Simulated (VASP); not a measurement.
# GaN (Fm-3m) in VASP: single point with LDA

Aim: the single point of GaN with LDA.

Program: VASP 6.6.1. These are calculated values, not measurements. Logs are shortened: lines on timing, memory, paths and dates and some standing lists are left out, and cuts for length are marked.

### 1 The cell of the first run

It takes space group Fm-3m (No. 225, cubic). The conventional cell has a = 4.086 Å, b = 4.086 Å, c = 4.086 Å, α = 90.00°, β = 90.00°, γ = 90.00°. Within 2.7 Å of Ga (site symmetry m-3m) lie 6 N at 2.04 Å. N (site symmetry m-3m) has 6 Ga at 2.04 Å within 2.7 Å.

### 2 Single point, LDA

File INCAR:

```
SYSTEM = GaN
PREC = Accurate
ENCUT = 1330
EDIFF = 1E-6
ISMEAR = 0
SIGMA = 0.01
LREAL = .FALSE.
LASPH = .TRUE.
NELM = 120
ALGO = Normal
ISIF = 2
LWAVE = .FALSE.
LCHARG = .TRUE.
LELF = .TRUE.
LVHAR = .TRUE.
NBANDS = 16
GGA_COMPAT = .FALSE.
```

File KPOINTS:

```
regular mesh
0
G
  8 8 8
  0 0 0
```

File POSCAR:

```
GaN
1.0
    0.0000000000      2.0431674149      2.0431674149
    2.0431674149      0.0000000000      2.0431674149
    2.0431674149      2.0431674149      0.0000000000
Ga N
1 1
Direct
    0.0000000000      0.0000000000      0.0000000000
    0.5000000000      0.5000000000      0.5000000000
```

Potentials or basis: VASP PAW LDA potentials, release 64 (Ga_d, N_h).

Launch:

```
> cat potpaw_LDA.64/Ga_d/POTCAR potpaw_LDA.64/N_h/POTCAR > POTCAR
> mpirun -np 1 vasp_std > vasp.out
```

OUTCAR:

```text
SYSTEM = GaN
   PREC = Accurate
   ENCUT = 1330
   EDIFF = 1E-6
   ISMEAR = 0
   LREAL = .FALSE.
   LASPH = .TRUE.
   NELM = 120
   ISIF = 2

 ion  position               nearest neighbor table
   1  0.000  0.000  0.000-   2 2.04   2 2.04   2 2.04   2 2.04   2 2.04   2 2.04
   2  0.500  0.500  0.500-   1 2.04   1 2.04   1 2.04   1 2.04   1 2.04   1 2.04

  LATTYP: Found a face centered cubic cell.
 ALAT       =     4.0863348298

  Lattice vectors:

 A1 = (   0.0000000000,   2.0431674149,   2.0431674149)
 A2 = (   2.0431674149,   0.0000000000,   2.0431674149)
 A3 = (   2.0431674149,   2.0431674149,   0.0000000000)

Analysis of symmetry for initial positions (statically):
=====================================================================
 Subroutine PRICEL returns:
 Original cell was already a primitive cell.

 Routine SETGRP: Setting up the symmetry group for a
 face centered cubic supercell.

 Subroutine GETGRP returns: Found 48 space group operations
 (whereof 48 operations were pure point group operations)
 out of a pool of 48 trial point group operations.

The static configuration has the point symmetry O_h .

Analysis of symmetry for dynamics (positions and initial velocities):
=====================================================================
 Subroutine PRICEL returns:
 Original cell was already a primitive cell.

 Routine SETGRP: Setting up the symmetry group for a
 face centered cubic supercell.

 Subroutine GETGRP returns: Found 48 space group operations
 (whereof 48 operations were pure point group operations)
 out of a pool of 48 trial point group operations.

The dynamic configuration has the point symmetry O_h .

 Subroutine INISYM returns: Found 48 space group operations
 (whereof 48 operations are pure point group operations),
 and found     1 'primitive' translations

----------------------------------------------------------------------------------------

                                     Primitive cell

  volume of cell :      17.0585

  direct lattice vectors                    reciprocal lattice vectors
     0.000000000  2.043167415  2.043167415    -0.244718077  0.244718077  0.244718077
     2.043167415  0.000000000  2.043167415     0.244718077 -0.244718077  0.244718077
     2.043167415  2.043167415  0.000000000     0.244718077  0.244718077 -0.244718077

  length of vectors
     2.889475068  2.889475068  2.889475068     0.423864142  0.423864142  0.423864142

  position of ions in fractional coordinates (direct lattice)
     0.000000000  0.000000000  0.000000000
     0.500000000  0.500000000  0.500000000

  ion indices of the primitive-cell ions
   primitive index   ion index
                 1           1
                 2           2

----------------------------------------------------------------------------------------

 KPOINTS: regular mesh

Automatic generation of k-mesh.
 Grid dimensions read from file:
 generate k-points for:    8    8    8

 Generating k-lattice:

  Cartesian coordinates                     Fractional coordinates (reciprocal lattice)
    -0.030589760  0.030589760  0.030589760     0.125000000  0.000000000  0.000000000
     0.030589760 -0.030589760  0.030589760     0.000000000  0.125000000  0.000000000
     0.030589760  0.030589760 -0.030589760     0.000000000  0.000000000  0.125000000

  Length of vectors
     0.052983018  0.052983018  0.052983018

  Shift w.r.t. Gamma in fractional coordinates (k-lattice)
     0.000000000  0.000000000  0.000000000

 Subroutine IBZKPT returns following result:
 ===========================================

 Found     29 irreducible k-points:

 Following reciprocal coordinates:
            Coordinates               Weight
  0.000000  0.000000  0.000000      1.000000
  0.125000  0.000000  0.000000      8.000000
  0.250000  0.000000  0.000000      8.000000
  0.375000  0.000000  0.000000      8.000000
  0.500000  0.000000  0.000000      4.000000
  0.125000  0.125000  0.000000      6.000000
[... 16 lines left out ...]
  0.500000  0.250000  0.125000     48.000000
 -0.375000  0.250000  0.125000     24.000000
 [... further k-points ...]
   k-points           NKPTS =     29   k-points in BZ     NKDIM =     29   number of bands    NBANDS=     16
   number of dos      NEDOS =    301   number of ions     NIONS =      2
   total plane-waves  NPLWV =  46656
   dimension x,y,z NGX =    36 NGY =   36 NGZ =   36
   dimension x,y,z NGXF=    72 NGYF=   72 NGZF=   72
   ions per type =               1   1
   NGX,Y,Z   is equivalent  to a cutoff of  20.71, 20.71, 20.71 a.u.
   NGXF,Y,Z  is equivalent  to a cutoff of  41.43, 41.43, 41.43 a.u.
 SYSTEM =  GaN
   PREC   = accura    normal or accurate (medium, high low for compatibility)
   ISTART =      0    job   : 0-new  1-cont  2-samecut
   ICHARG =      2    charge: 1-file 2-atom 10-const
   ISPIN  =      1    spin polarized calculation?
   LNONCOLLINEAR =      F non collinear calculations
   LSORBIT =      F    spin-orbit coupling
   LASPH  =      T    aspherical Exc in radial PAW
   ENCUT  = 1330.0 eV  97.75 Ry    9.89 a.u.   8.59  8.59  8.59*2*pi/ulx,y,z
   NELM   =    120;   NELMIN=  2; NELMDL= -5     # of ELM steps
   EDIFF  = 0.1E-05   stopping-criterion for ELM
   LREAL  =      F    real-space projection
   EDIFFG = 0.1E-04   stopping-criterion for IOM
   NSW    =      0    number of steps for IOM
   IBRION =     -1    ionic relax: 0-MD 1-quasi-New 2-CG
   NFREE  =      0    steps in history (QN), initial steepest desc. (CG)
   ISIF   =      2    stress and relaxation
   ISYM   =      2    0-nonsym 1-usesym 2-fastsym
   POTIM  = 0.5000    time-step for ionic-motion
   TEBEG  =    0.0;   TEEND  =   0.0 temperature during run
   PSTRESS=    0.0 pullay stress
   NELECT =      18.0000    total number of electrons
   NUPDOWN=      -1.0000    fix difference up-down
   EMIN   =  10.00;   EMAX   =-10.00  energy-range for DOS
   EFERMI =   0.00;   METHOD = LEGACY
   ISMEAR =     0;   SIGMA  =   0.01  broadening in eV -4-tet -1-fermi 0-gaus
   EFERMI_NEDOS =   21; number of points for ismear=-14 and -15
   IALGO  =     38    algorithm
   IMIX   =      4    mixing-type and parameters
     AMIX     =   0.40;   BMIX     =  1.00
     AMIX_MAG =   1.60;   BMIX_MAG =  1.00
  volume/ion in A,a.u.               =       8.53        57.56
  Fermi-wavevector in a.u.,A,eV,Ry     =   1.666678  3.149565 37.794477  2.777816
  Thomas-Fermi vector in A             =   2.752832
   LORBIT       =      0    0 simple, 1 ext, 2 COOP (PROOUT), +10 PAW based schemes
   GGA     = CA    functional components
   LHFCALC =     F    Hartree Fock is set to
   AEXX    =    0.0000 exact exchange contribution
   IVDW    =     0    specifies the selected vdW correction
   LEPSILON=     F    determine dielectric tensor
   LRPA    =     F    only Hartree local field effects (RPA)
 non-spin polarized calculation
 Gauss-broadening in eV      SIGMA  =   0.01
  energy-cutoff  :     1330.00
  volume of cell :       17.06
 maximum number of plane-waves:      1895
 NGX is ok and might be reduce to    36
   NGX = 17   NGY = 17   NGZ = 17

 number of electron      18.0000001 magnetization

 Free energy of the ion-electron system (eV)
  ---------------------------------------------------
  ext. energy  EPLUGINS =         0.00000000
  ---------------------------------------------------
  free energy    TOTEN  =       -12.99984225 eV

  energy without entropy =      -12.99984225  energy(sigma->0) =      -12.99984225

 E-fermi :   9.5859     XC(G=0): -14.0899

 val. band max:        9.4276420770   @ k =  -0.2500   0.1250   0.0000
 cond. band min:      10.5264250731   @ k =   0.5000   0.5000   0.0000
 fundamental gap:      1.0987829961
 Fermi energy:         9.5858851529

 k-point     1 :       0.0000    0.0000    0.0000
  band No.  band energies     occupation
      1      -8.8361      2.00000
      2      -4.6547      2.00000
      3      -4.6547      2.00000
      4      -4.6547      2.00000
      5      -4.5271      2.00000
      6      -4.5271      2.00000
[... 8 lines left out ...]
     15      26.4681      0.00000
     16      26.4681      0.00000

 k-point     2 :       0.1250    0.0000    0.0000
  band No.  band energies     occupation
      1      -8.4962      2.00000
      2      -4.6741      2.00000
      3      -4.6419      2.00000
      4      -4.6419      2.00000
      5      -4.5490      2.00000
      6      -4.5490      2.00000
[... 8 lines left out ...]
     15      26.4075      0.00000
     16      26.4075      0.00000

 k-point     3 :       0.2500    0.0000    0.0000
  band No.  band energies     occupation
      1      -7.5268      2.00000
      2      -4.7236      2.00000
      3      -4.7233      2.00000
      4      -4.7233      2.00000
      5      -4.4870      2.00000
      6      -4.4870      2.00000
[... 8 lines left out ...]
     15      28.1276      0.00000
     16      28.1276      0.00000

 k-point     4 :       0.3750    0.0000    0.0000
  band No.  band energies     occupation
      1      -6.1544      2.00000
      2      -4.8338      2.00000
      3      -4.8338      2.00000
      4      -4.7991      2.00000
      5      -4.3921      2.00000
      6      -4.3921      2.00000
[... 8 lines left out ...]
     15      31.0356      0.00000
     16      31.0356      0.00000
[... 324 lines left out ...]
 k-point    22 :       0.3750    0.2500    0.1250
  band No.  band energies     occupation
      1      -6.9695      2.00000
      2      -4.7558      2.00000
      3      -4.7253      2.00000
      4      -4.6170      2.00000
      5      -4.4899      2.00000
      6      -4.2422      2.00000
[... 8 lines left out ...]
     15      31.8202      0.00000
     16      32.2680      0.00000

 k-point    23 :       0.5000    0.2500    0.1250
  band No.  band energies     occupation
      1      -6.2848      2.00000
      2      -4.8088      2.00000
      3      -4.7095      2.00000
      4      -4.6360      2.00000
      5      -4.3900      2.00000
      6      -3.6365      2.00000
[... 8 lines left out ...]
     15      31.9145      0.00000
     16      33.4100      0.00000

 k-point    24 :      -0.3750    0.2500    0.1250
  band No.  band energies     occupation
      1      -6.0561      2.00000
      2      -4.8512      2.00000
      3      -4.7183      2.00000
      4      -4.6127      2.00000
      5      -4.3469      2.00000
      6      -3.0103      2.00000
[... 8 lines left out ...]
     15      29.4791      0.00000
     16      34.2736      0.00000

 [... further k-points ...]
[... 5 lines left out ...]
  --------------------------------------------------------------------------------------
  -------------------------------------------------------------------------------------
  Total        2.3207991      2.3207991      2.3207991     -0.0000000      0.0000000      0.0000000
  in kB      217.9747895    217.9747895    217.9747895     -0.0000000      0.0000000      0.0000000
  external PRESSURE =     217.9747895 kB  Pullay stress =       0.0000000 kB

 VOLUME and BASIS-vectors are now :
 -----------------------------------------------------------------------------
  energy-cutoff  :     1330.00
  volume of cell :       17.06
      direct lattice vectors                 reciprocal lattice vectors
     0.000000000  2.043167415  2.043167415    -0.244718077  0.244718077  0.244718077
     2.043167415  0.000000000  2.043167415     0.244718077 -0.244718077  0.244718077
     2.043167415  2.043167415  0.000000000     0.244718077  0.244718077 -0.244718077

 POSITION                                       TOTAL-FORCE (eV/Angst)
 -----------------------------------------------------------------------------------
      0.00000      0.00000      0.00000        -0.000000      0.000000     -0.000000
      2.04317      2.04317      2.04317         0.000000      0.000000      0.000000
 -----------------------------------------------------------------------------------
    total drift:                                0.000000      0.000000      0.000000

  FREE ENERGIE OF THE ION-ELECTRON SYSTEM (eV)
  ---------------------------------------------------
  free  energy   TOTEN  =       -12.9998422505 eV

  energy  without entropy=      -12.9998422505  energy(sigma->0) =      -12.99984225
```

Run time: 13 s. Hardware: 1 thread of Intel Xeon 6975P-C (Granite Rapids), shared host; peak memory 0.19 GiB.

Results:

- Free energy: -12.9998 eV
- Pressure: 21.8 GPa
- Band gap on the k mesh: 1.10 eV (least direct gap 4.19 eV)

Caveat: the cell stands under pressure.
